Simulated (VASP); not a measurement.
# WC (P-6m2) in VASP: notebook, part 2 of 2

VASP 6.6.1.

## Step 3: Single point, PBEsol

This run uses another cell than the first one, of the same volume but with other edges.

Contents of INCAR:

```
SYSTEM = WC
ALGO = Normal ; EDIFF = 1E-6
ENCUT = 910 ; GGA = PS
GGA_COMPAT = .False. ; ISIF = 2
ISMEAR = 0 ; LASPH = .True.
LCHARG = .False. ; LREAL = .False.
LWAVE = .False. ; NBANDS = 16
NELM = 120 ; PREC = Accurate
SIGMA = 0.15
```

Contents of KPOINTS:

```
k-points
0
Gamma
  12 12 12
  0 0 0
```

Contents of POSCAR:

```
WC
1.0
    2.8984136660      0.0000000000      0.0000000000
   -1.4492068330      2.5100998655      0.0000000000
    0.0000000000      0.0000000000      2.8276119028
W C
1 1
Direct
    0.0000000000      0.0000000000      0.0000000000
    0.6666666667      0.3333333333      0.5000000000
```

Potentials or basis: VASP PAW PBE potentials, release 64 (W_sv, C_h).

Started as:

```sh
$ cat potpaw_PBE.64/W_sv/POTCAR potpaw_PBE.64/C_h/POTCAR > POTCAR
$ mpirun -np 1 vasp_std > vasp.out
```

OUTCAR:

```text
SYSTEM = WC
   EDIFF = 1E-6
   ENCUT = 910
   GGA = PS
   ISIF = 2
   ISMEAR = 0
   LASPH = .True.
   LREAL = .False.
   NELM = 120
   PREC = Accurate

 ion  position               nearest neighbor table
   1  0.000  0.000  0.000-   2 2.19   2 2.19   2 2.19   2 2.19   2 2.19   2 2.19
   2  0.667  0.333  0.500-   1 2.19   1 2.19   1 2.19   1 2.19   1 2.19   1 2.19

  LATTYP: Found a hexagonal cell.
 ALAT       =     2.8984136660
 C/A-ratio  =     0.9755722366

  Lattice vectors:

 A1 = (   2.8984136660,   0.0000000000,   0.0000000000)
 A2 = (  -1.4492068330,   2.5100998655,   0.0000000000)
 A3 = (   0.0000000000,   0.0000000000,   2.8276119028)

Analysis of symmetry for initial positions (statically):
=====================================================================
 Subroutine PRICEL returns:
 Original cell was already a primitive cell.

 Routine SETGRP: Setting up the symmetry group for a
 hexagonal supercell.

 Subroutine GETGRP returns: Found 12 space group operations
 (whereof 12 operations were pure point group operations)
 out of a pool of 24 trial point group operations.

The static configuration has the point symmetry D_3h.

Analysis of symmetry for dynamics (positions and initial velocities):
=====================================================================
 Subroutine PRICEL returns:
 Original cell was already a primitive cell.

 Routine SETGRP: Setting up the symmetry group for a
 hexagonal supercell.

 Subroutine GETGRP returns: Found 12 space group operations
 (whereof 12 operations were pure point group operations)
 out of a pool of 24 trial point group operations.

The dynamic configuration has the point symmetry D_3h.

 Subroutine INISYM returns: Found 12 space group operations
 (whereof 12 operations are pure point group operations),
 and found     1 'primitive' translations

----------------------------------------------------------------------------------------

                                     Primitive cell

[... 105 lines left out ...]
   ISMEAR =     0;   SIGMA  =   0.15  broadening in eV -4-tet -1-fermi 0-gaus
   EFERMI_NEDOS =   21; number of points for ismear=-14 and -15
   IALGO  =     38    algorithm
   IMIX   =      4    mixing-type and parameters
     AMIX     =   0.40;   BMIX     =  1.00
     AMIX_MAG =   1.60;   BMIX_MAG =  1.00
  volume/ion in A,a.u.               =      10.29        69.41
  Fermi-wavevector in a.u.,A,eV,Ry     =   1.565820  2.958971 33.358675  2.451793
  Thomas-Fermi vector in A             =   2.668240
   LORBIT       =      0    0 simple, 1 ext, 2 COOP (PROOUT), +10 PAW based schemes
   GGA     = PS    functional components
   LHFCALC =     F    Hartree Fock is set to
   AEXX    =    0.0000 exact exchange contribution
   IVDW    =     0    specifies the selected vdW correction
   LEPSILON=     F    determine dielectric tensor
   LRPA    =     F    only Hartree local field effects (RPA)
 non-spin polarized calculation
 Gauss-broadening in eV      SIGMA  =   0.15
  energy-cutoff  :      910.00
  volume of cell :       20.57
 maximum number of plane-waves:      1310
 NGX is ok and might be reduce to    30

 number of electron      18.0000001 magnetization

 Free energy of the ion-electron system (eV)
  ---------------------------------------------------
  ext. energy  EPLUGINS =         0.00000000
  ---------------------------------------------------
  free energy    TOTEN  =       -23.90921943 eV

  energy without entropy =      -23.90681484  energy(sigma->0) =      -23.90801714

 E-fermi :  11.3802     XC(G=0): -14.0158

 val. band max:       11.3417813202   @ k =   0.0833  -0.0000   0.3333
 cond. band min:      11.4850062806   @ k =   0.0833   0.0833   0.4167
 fundamental gap:      0.1432249604
 Fermi energy:        11.3801580752

 k-point     1 :       0.0000    0.0000    0.0000
  band No.  band energies     occupation
      1     -62.5271      2.00000
      2     -26.5122      2.00000
      3     -26.4078      2.00000
      4     -26.4078      2.00000
      5      -3.1046      2.00000
      6       7.0110      2.00000
[... 433 lines left out ...]
      3     -26.5516      2.00000
      4     -26.4763      2.00000
      5      -0.6619      2.00000
      6       5.0774      2.00000
[... 8 lines left out ...]
     15      25.8938      0.00000
     16      28.1837      0.00000

 [... further k-points ...]
[... 5 lines left out ...]
  --------------------------------------------------------------------------------------
  -------------------------------------------------------------------------------------
  Total        0.1492042      0.1492042      0.1728823      0.0000000      0.0000000      0.0000000
  in kB       11.6203862     11.6203862     13.4644923      0.0000000      0.0000000      0.0000000
  external PRESSURE =      12.2350882 kB  Pullay stress =       0.0000000 kB

 VOLUME and BASIS-vectors are now :
 -----------------------------------------------------------------------------
  energy-cutoff  :      910.00
  volume of cell :       20.57
      direct lattice vectors                 reciprocal lattice vectors
     2.898413666  0.000000000  0.000000000     0.345016314  0.199195262  0.000000000
    -1.449206833  2.510099865  0.000000000     0.000000000  0.398390524  0.000000000
     0.000000000  0.000000000  2.827611903     0.000000000  0.000000000  0.353655323

 POSITION                                       TOTAL-FORCE (eV/Angst)
 -----------------------------------------------------------------------------------
      0.00000      0.00000      0.00000         0.000000      0.000000      0.000000
      1.44921      0.83670      1.41381        -0.000000      0.000000      0.000000
 -----------------------------------------------------------------------------------
    total drift:                               -0.000000      0.000000      0.000000

  FREE ENERGIE OF THE ION-ELECTRON SYSTEM (eV)
  ---------------------------------------------------
  free  energy   TOTEN  =       -23.9092194330 eV

  energy  without entropy=      -23.9068148410  energy(sigma->0) =      -23.90801714
```

OSZICAR:

```text
N       E                     dE             d eps       ncg     rms          rms(c)
DAV:   1     0.147265333071E+03    0.14727E+03   -0.13145E+04  4256   0.186E+03
DAV:   2    -0.214210372828E+02   -0.16869E+03   -0.16271E+03  5152   0.435E+02
DAV:   3    -0.267557392308E+02   -0.53347E+01   -0.52926E+01  4664   0.674E+01
DAV:   4    -0.267946574053E+02   -0.38918E-01   -0.38908E-01  5656   0.629E+00
DAV:   5    -0.267949003793E+02   -0.24297E-03   -0.24297E-03  4672   0.503E-01    0.336E+01
DAV:   6    -0.240056372715E+02    0.27893E+01   -0.52005E+00  5992   0.248E+01    0.938E+00
DAV:   7    -0.239416871984E+02    0.63950E-01   -0.37821E-01  4360   0.500E+00    0.628E+00
DAV:   8    -0.239103238029E+02    0.31363E-01   -0.68310E-02  5088   0.223E+00    0.878E-01
DAV:   9    -0.239093577763E+02    0.96603E-03   -0.27277E-03  4592   0.427E-01    0.108E-01
DAV:  10    -0.239092197670E+02    0.13801E-03   -0.33537E-04  5224   0.221E-01    0.287E-02
DAV:  11    -0.239092203886E+02   -0.62161E-06   -0.12419E-05  4952   0.365E-02    0.760E-03
DAV:  12    -0.239092194330E+02    0.95567E-06   -0.24772E-06  4408   0.139E-02
   1 F= -.23909219E+02 E0= -.23908017E+02  d E =-.240459E-02
```

It took 37 s on 1 thread of Intel Xeon 6975P-C (Granite Rapids), shared host; peak memory 0.24 GiB.

What came out:

```
Free energy            : -23.9092 eV
Pressure               : 1.2 GPa
Band gap on the k mesh : zero (band 9 reaches 12.02 eV, above the bottom of band 10 at 10.78 eV)
```

Stress tensor (GPa, compression positive):
```
1.16 0.00 0.00
0.00 1.16 0.00
0.00 0.00 1.35
```

Caveat: the cutoff is under 1.25 times the usual one of these potentials, so pressure, stress and relaxed cells hold a basis-set (Pulay) error; the PAW data sets were made with another functional, which shifts forces and pressure a little; spin-orbit coupling is left out, which moves the levels of the heavy elements.

## Step 4: Single point, PBEsol

This run uses another cell than the first one, of the same volume but with other edges.

Contents of INCAR:

```
SYSTEM = WC
PREC = Accurate
ENCUT = 520
EDIFF = 1E-7
ISMEAR = 0
SIGMA = 0.1
LREAL = .False.
LASPH = .True.
NELM = 80
ALGO = Normal
ISIF = 2
LWAVE = .False.
LCHARG = .True.
GGA = PS
LELF = .True.
LVHAR = .True.
ISYM = 0
NBANDS = 16
```

Contents of KPOINTS:

```
Automatic mesh
0
Gamma
  13 9 18
  0 0 0
```

Contents of POSCAR:

```
WC
1.0
    2.8984136663      0.0000000000      0.0000000000
   -1.4492068332      3.7810038899      0.0000000000
    0.0000000000     -2.1146206967      1.8771703143
W C
1 1
Direct
    0.0000000000      0.0000000000      0.0000000000
    0.3333333333      0.6666666667      0.1666666667
```

Potentials or basis: VASP PAW PBE potentials, release 64 (W_sv, C).

Started as:

```sh
$ cat potpaw_PBE.64/W_sv/POTCAR potpaw_PBE.64/C/POTCAR > POTCAR
$ mpirun -np 1 vasp_std > vasp.out
```

Run time: 4.2 min. Hardware: 1 thread of Intel Xeon Platinum 8259CL at 2.50GHz (Skylake/Cascade Lake), shared host; peak memory 0.44 GiB.

The run converged. Its results:

- Free energy: -23.8998 eV
- Pressure: 1.3 GPa
- Band gap on the k mesh: zero (band 9 reaches 11.74 eV, above the bottom of band 10 at 10.49 eV)

Forces in eV/Å, atoms in the order of the input:
```
W   -0.002  0.001  0.002
C    0.002 -0.001 -0.002
```

Stress tensor (GPa, compression positive):
```
 1.24 -0.07 -0.08
-0.07  1.34 -0.05
-0.08 -0.05  1.33
```

Levels at points of the mesh, in eV from the Fermi level:
| k point | band 5 | band 6 | band 7 | band 8 | band 9 | band 10 | band 11 | band 12 | band 13 | band 14 |
| --- | --- | --- | --- | --- | --- | --- | --- | --- | --- | --- |
| (0.00, 0.00, 0.00) | -14.49 | -4.38 | -3.37 | -3.37 | 0.13 | 3.27 | 3.27 | 5.71 | 5.71 | 6.47 |
| (0.00, 0.00, 0.50) | -11.31 | -6.52 | -4.36 | -4.20 | 0.31 | 4.50 | 5.40 | 6.75 | 9.31 | 10.24 |

Caveat: the PAW data sets were made with another functional, which shifts forces and pressure a little; spin-orbit coupling is left out, which moves the levels of the heavy elements.

## Step 5: Overview

| potentials or basis | cell | k mesh | cutoff (eV) | smearing | second run | gap on the mesh (eV) | pressure (GPa) |
| --- | --- | --- | --- | --- | --- | --- | --- |
| VASP PAW PBE potentials, release 64 (W_sv, C) | a = 2.898, b = 6.355, c = 2.828 Å, angles 152.9, 90.0, 103.2°, 2 atoms | 12 × 6 × 29 | 520 | gaussian 0.1 eV | - | none | 1.3 |
| VASP PAW PBE potentials, release 64 (W_sv, C_h) | a = 2.898, b = 2.898, c = 2.828 Å, angles 90.0, 90.0, 120.0°, 2 atoms | 12 × 12 × 12 | 910 | gaussian 0.15 eV | hard_potentials | none | 1.2 |
| VASP PAW PBE potentials, release 64 (W_sv, C) | a = 2.898, b = 4.049, c = 2.828 Å, angles 134.3, 90.0, 111.0°, 2 atoms | 13 × 9 × 18 | 520 | gaussian 0.1 eV | - | none | 1.3 |

Alike in all rows: task single point; level PBEsol; no spin polarisation.

Caveats: some runs use coarse meshes; the PAW data sets were made with another functional, which shifts forces and pressure a little; spin-orbit coupling is left out, which moves the levels of the heavy elements; the cutoff is under 1.25 times the usual one of these potentials, so pressure, stress and relaxed cells hold a basis-set (Pulay) error (some runs).

Absolute energies hang on the potentials; compare differences alone.
